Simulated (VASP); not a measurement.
# Tc3Sn (Fm-3m) in VASP: notebook

Tc3Sn is run at these levels: PBEsol+D3(BJ); tasks: single point.

All numbers are computed with VASP 6.6.1; they aren't measurements. Logs are shortened: lines on timing, memory, paths and dates and some standing lists are left out, and cuts for length are marked.

## (1) The cell of the first run

The structure is cubic, space group Fm-3m (No. 225). Conventional cell: a = 6.344 Å, b = 6.344 Å, c = 6.344 Å, α = 90.00°, β = 90.00°, γ = 90.00°. Tc (site symmetry -43m) has 10 Tc at 2.75 to 3.17 Å and 4 Sn at 2.75 Å within 3.6 Å. Within 3.6 Å of Tc (site symmetry m-3m) lie 8 Tc at 2.75 Å and 6 Sn at 3.17 Å. Within 3.6 Å of Sn (site symmetry m-3m) lie 14 Tc at 2.75 to 3.17 Å.

## (2) Single point, PBEsol+D3(BJ)

INCAR reads:

```
SYSTEM = Tc3Sn
  PREC = Accurate
  ENCUT = 520
  EDIFF = 1E-6
  ISMEAR = -1
  SIGMA = 0.05
  LREAL = .False.
  LASPH = .True.
  NELM = 60
  ALGO = Normal
  ISIF = 2
  LWAVE = .False.
  LCHARG = .False.
  GGA = PS
  IVDW = 12
  NBANDS = 34
```

KPOINTS reads:

```
Automatic mesh
0
Gamma
  2 2 2
  0 0 0
```

POSCAR reads:

```
Tc3Sn
1.0
    0.0000000000      3.1721940000      3.1721940000
    3.1721940000      0.0000000000      3.1721940000
    3.1721940000      3.1721940000      0.0000000000
Tc Sn
3 1
Direct
    0.2500000000      0.2500000000      0.2500000000
    0.7500000000      0.7500000000      0.7500000000
    0.5000000000      0.5000000000      0.5000000000
    0.0000000000      0.0000000000      0.0000000000
```

Potentials or basis: VASP PAW PBE potentials, release 64 (Tc_pv, Sn_d).

The run is started by

```sh
cat potpaw_PBE.64/Tc_pv/POTCAR potpaw_PBE.64/Sn_d/POTCAR > POTCAR
mpirun -np 1 vasp_std > vasp.out
```

OUTCAR:

```text
SYSTEM = Tc3Sn
   PREC = Accurate
   ENCUT = 520
   EDIFF = 1E-6
   ISMEAR = -1
   LREAL = .False.
   LASPH = .True.
   NELM = 60
   ISIF = 2
   GGA = PS
   IVDW = 12
 IVDW          = 12

 ion  position               nearest neighbor table
   1  0.250  0.250  0.250-   4 2.75   4 2.75   4 2.75   3 2.75   3 2.75   3 2.75   4 2.75   3 2.75
                             2 3.17   2 3.17   2 3.17   2 3.17   2 3.17   2 3.17
   2  0.750  0.750  0.750-   3 2.75   3 2.75   3 2.75   4 2.75   4 2.75   4 2.75   4 2.75   3 2.75
                             1 3.17   1 3.17   1 3.17   1 3.17   1 3.17   1 3.17
   3  0.500  0.500  0.500-   1 2.75   1 2.75   1 2.75   2 2.75   2 2.75   2 2.75   2 2.75   1 2.75
                             4 3.17   4 3.17   4 3.17   4 3.17   4 3.17   4 3.17
   4  0.000  0.000  0.000-   2 2.75   2 2.75   2 2.75   1 2.75   1 2.75   1 2.75   2 2.75   1 2.75
                             3 3.17   3 3.17   3 3.17   3 3.17   3 3.17   3 3.17

  LATTYP: Found a face centered cubic cell.
 ALAT       =     6.3443880000

  Lattice vectors:

 A1 = (   0.0000000000,   3.1721940000,   3.1721940000)
 A2 = (   3.1721940000,   0.0000000000,   3.1721940000)
 A3 = (   3.1721940000,   3.1721940000,   0.0000000000)

Analysis of symmetry for initial positions (statically):
=====================================================================
 Subroutine PRICEL returns:
 Original cell was already a primitive cell.

 Routine SETGRP: Setting up the symmetry group for a
 face centered cubic supercell.

 Subroutine GETGRP returns: Found 48 space group operations
 (whereof 48 operations were pure point group operations)
 out of a pool of 48 trial point group operations.

The static configuration has the point symmetry O_h .

Analysis of symmetry for dynamics (positions and initial velocities):
=====================================================================
 Subroutine PRICEL returns:
 Original cell was already a primitive cell.

 Routine SETGRP: Setting up the symmetry group for a
 face centered cubic supercell.

 Subroutine GETGRP returns: Found 48 space group operations
 (whereof 48 operations were pure point group operations)
 out of a pool of 48 trial point group operations.

The dynamic configuration has the point symmetry O_h .

 Subroutine INISYM returns: Found 48 space group operations
 (whereof 48 operations are pure point group operations),
 and found     1 'primitive' translations

[... 76 lines left out ...]
   EDIFF  = 0.1E-05   stopping-criterion for ELM
   LREAL  =      F    real-space projection
   EDIFFG = 0.1E-04   stopping-criterion for IOM
   NSW    =      0    number of steps for IOM
   IBRION =     -1    ionic relax: 0-MD 1-quasi-New 2-CG
   NFREE  =      0    steps in history (QN), initial steepest desc. (CG)
   ISIF   =      2    stress and relaxation
   ISYM   =      2    0-nonsym 1-usesym 2-fastsym
   POTIM  = 0.5000    time-step for ionic-motion
   TEBEG  =    0.0;   TEEND  =   0.0 temperature during run
   PSTRESS=    0.0 pullay stress
   NELECT =      53.0000    total number of electrons
   NUPDOWN=      -1.0000    fix difference up-down
   EMIN   =  10.00;   EMAX   =-10.00  energy-range for DOS
   EFERMI =   0.00;   METHOD = LEGACY
   ISMEAR =    -1;   SIGMA  =   0.05  broadening in eV -4-tet -1-fermi 0-gaus
   EFERMI_NEDOS =   21; number of points for ismear=-14 and -15
   IALGO  =     38    algorithm
   IMIX   =      4    mixing-type and parameters
     AMIX     =   0.40;   BMIX     =  1.00
     AMIX_MAG =   1.60;   BMIX_MAG =  1.00
  volume/ion in A,a.u.               =      15.96       107.71
  Fermi-wavevector in a.u.,A,eV,Ry     =   1.538616  2.907564 32.209626  2.367341
  Thomas-Fermi vector in A             =   2.644960
   LORBIT       =      0    0 simple, 1 ext, 2 COOP (PROOUT), +10 PAW based schemes
   GGA     = PS    functional components
   LHFCALC =     F    Hartree Fock is set to
   AEXX    =    0.0000 exact exchange contribution
   IVDW    =    12    specifies the selected vdW correction
   LEPSILON=     F    determine dielectric tensor
   LRPA    =     F    only Hartree local field effects (RPA)
 non-spin polarized calculation
  energy-cutoff  :      520.00
  volume of cell :       63.84
 maximum number of plane-waves:      1759
 NGX is ok and might be reduce to    36
   NGX = 17   NGY = 17   NGZ = 17

 number of electron      53.0000002 magnetization

 Free energy of the ion-electron system (eV)
  ---------------------------------------------------
  ext. energy  EPLUGINS =         0.00000000
  ---------------------------------------------------
  free energy    TOTEN  =       -36.42332238 eV

  energy without entropy =      -36.38295691  energy(sigma->0) =      -36.40313965

 E-fermi :  12.5023     XC(G=0): -13.2946

 val. band max:       12.2367515839   @ k =   0.5000   0.5000   0.0000
 cond. band min:      12.5636777428   @ k =   0.5000   0.5000   0.0000
 fundamental gap:      0.3269261588
 Fermi energy:        12.5023347584

 k-point     1 :       0.0000    0.0000    0.0000
  band No.  band energies     occupation
      1     -27.2501      2.00000
      2     -27.2501      2.00000
      3     -27.2501      2.00000
      4     -26.6975      2.00000
      5     -26.6975      2.00000
      6     -26.6975      2.00000
[... 100 lines left out ...]
     33      13.9307      0.00000
     34      17.9312      0.00000

------------------------ aborting loop because EDIFF is reached ----------------------------------------

 Edisp (eV)   -2.32454

 E8    (eV) :    -1.6130

  FORCE on cell =-STRESS in cart. coord.  units (eV):
  Direction    XX          YY          ZZ          XY          YZ          ZX
  --------------------------------------------------------------------------------------
  -------------------------------------------------------------------------------------
  Total      -5.27686    -5.27686    -5.27686     0.00000    -0.00000    -0.00000
  in kB    -132.42700  -132.42700  -132.42700     0.00000    -0.00000    -0.00000
  external pressure =     -132.43 kB  Pullay stress =        0.00 kB

 VOLUME and BASIS-vectors are now :
 -----------------------------------------------------------------------------
  energy-cutoff  :      520.00
  volume of cell :       63.84
      direct lattice vectors                 reciprocal lattice vectors
     0.000000000  3.172194000  3.172194000    -0.157619616  0.157619616  0.157619616
     3.172194000  0.000000000  3.172194000     0.157619616 -0.157619616  0.157619616
     3.172194000  3.172194000  0.000000000     0.157619616  0.157619616 -0.157619616

 POSITION                                       TOTAL-FORCE (eV/Angst)
 -----------------------------------------------------------------------------------
      1.58610      1.58610      1.58610        -0.000000     -0.000000     -0.000000
      4.75829      4.75829      4.75829         0.000000      0.000000      0.000000
      3.17219      3.17219      3.17219         0.000000      0.000000     -0.000000
      0.00000      0.00000      0.00000         0.000000      0.000000     -0.000000
 -----------------------------------------------------------------------------------
    total drift:                                0.000000      0.000000      0.000000

  FREE ENERGIE OF THE ION-ELECTRON SYSTEM (eV)
  ---------------------------------------------------
  free  energy   TOTEN  =       -38.7478619360 eV

  energy  without entropy=      -38.7074964635  energy(sigma->0) =      -38.72767920
```

OSZICAR:

```text
N       E                     dE             d eps       ncg     rms          rms(c)
DAV:   1     0.724335911031E+03    0.72434E+03   -0.28731E+04   220   0.216E+03
DAV:   2     0.164526728921E+02   -0.70788E+03   -0.69233E+03   212   0.580E+02
DAV:   3    -0.369687459098E+02   -0.53421E+02   -0.51349E+02   234   0.156E+02
DAV:   4    -0.390542487377E+02   -0.20855E+01   -0.20410E+01   222   0.314E+01
DAV:   5    -0.391128494179E+02   -0.58601E-01   -0.58557E-01   260   0.530E+00    0.268E+01
DAV:   6    -0.369339821184E+02    0.21789E+01   -0.86001E+00   234   0.206E+01    0.874E+00
DAV:   7    -0.381559523334E+02   -0.12220E+01   -0.16494E+01   240   0.175E+01    0.115E+01
DAV:   8    -0.364496272661E+02    0.17063E+01   -0.29872E+00   218   0.103E+01    0.221E+00
DAV:   9    -0.364261944355E+02    0.23433E-01   -0.21789E-01   242   0.343E+00    0.531E-01
DAV:  10    -0.364236177126E+02    0.25767E-02   -0.88849E-03   242   0.101E+00    0.226E-01
DAV:  11    -0.364233272189E+02    0.29049E-03   -0.14066E-03   244   0.384E-01    0.357E-02
DAV:  12    -0.364233257218E+02    0.14971E-05   -0.67325E-05   278   0.798E-02    0.193E-02
DAV:  13    -0.364233232541E+02    0.24677E-05   -0.68733E-06   234   0.217E-02    0.426E-03
DAV:  14    -0.364233223828E+02    0.87130E-06   -0.56915E-07   108   0.672E-03
   1 F= -.38747862E+02 E0= -.38727679E+02  d E =-.403655E-01
```

Wall time 13 s (1 thread of Intel Xeon 6975P-C (Granite Rapids), shared host); peak memory 0.2 GiB.

Results:

```
Free energy                : -38.7479 eV
Pressure                   : -13.2 GPa
Dispersion energy per atom : -0.581 eV
```

Levels at points of the mesh, in eV from the Fermi level:
```csv
k point,band 23,band 24,band 25,band 26,band 27,band 28,band 29,band 30
"(0.00, 0.00, 0.00)",-2.93,0.29,0.29,0.29,0.33,0.33,0.97,0.97
"(0.50, 0.00, 0.00)",-2.33,-1.52,-1.52,-1.25,0.16,0.16,0.30,0.30
"(0.50, 0.50, 0.00)",-2.82,-1.87,-0.91,-0.91,-0.36,-0.27,0.06,0.88
```

Caveat: the k points lie up to 0.86 Å⁻¹ apart; three body term missing; the PAW data sets were made with another functional, which shifts forces and pressure a little; spin-orbit coupling is left out, which moves the levels of the heavy elements; pairwise dispersion overbinds metals, which lowers pressure and volume.

## (3) Single point, PBEsol+D3(BJ)

INCAR reads:

```
PREC = Accurate ; ENCUT = 520
EDIFF = 1E-6 ; ISMEAR = -1
SIGMA = 0.05 ; LREAL = False
LASPH = True ; NELM = 80
ALGO = Normal ; ISIF = 2
LWAVE = False ; LCHARG = True
GGA = PS ; IVDW = 12
LELF = True ; LVHAR = True
NBANDS = 34
```

KPOINTS reads:

```
regular mesh
0
Gamma
  3 3 3
```

POSCAR is that of step 2.

Potentials or basis: VASP PAW PBE potentials, release 64 (Tc_pv, Sn_d).

The run is started by

```sh
cat potpaw_PBE.64/Tc_pv/POTCAR potpaw_PBE.64/Sn_d/POTCAR > POTCAR
mpirun -np 1 vasp_std > vasp.out
```

It took 12 s on 1 thread of Intel Xeon 6975P-C (Granite Rapids), shared host; peak memory 0.21 GiB.

Results (log left out):

- Free energy: -39.6621 eV
- Pressure: -17.1 GPa
- Dispersion energy per atom: -0.581 eV

Levels at points of the mesh, in eV from the Fermi level:
| k point | band 24 | band 25 | band 26 | band 27 | band 28 | band 29 |
| --- | --- | --- | --- | --- | --- | --- |
| (0.00, 0.00, 0.00) | 0.78 | 0.78 | 0.78 | 0.80 | 0.80 | 1.49 |

Caveat: the k points lie up to 0.57 Å⁻¹ apart; three body term missing; the PAW data sets were made with another functional, which shifts forces and pressure a little; spin-orbit coupling is left out, which moves the levels of the heavy elements; pairwise dispersion overbinds metals, which lowers pressure and volume.

[end of part 1 of 2]
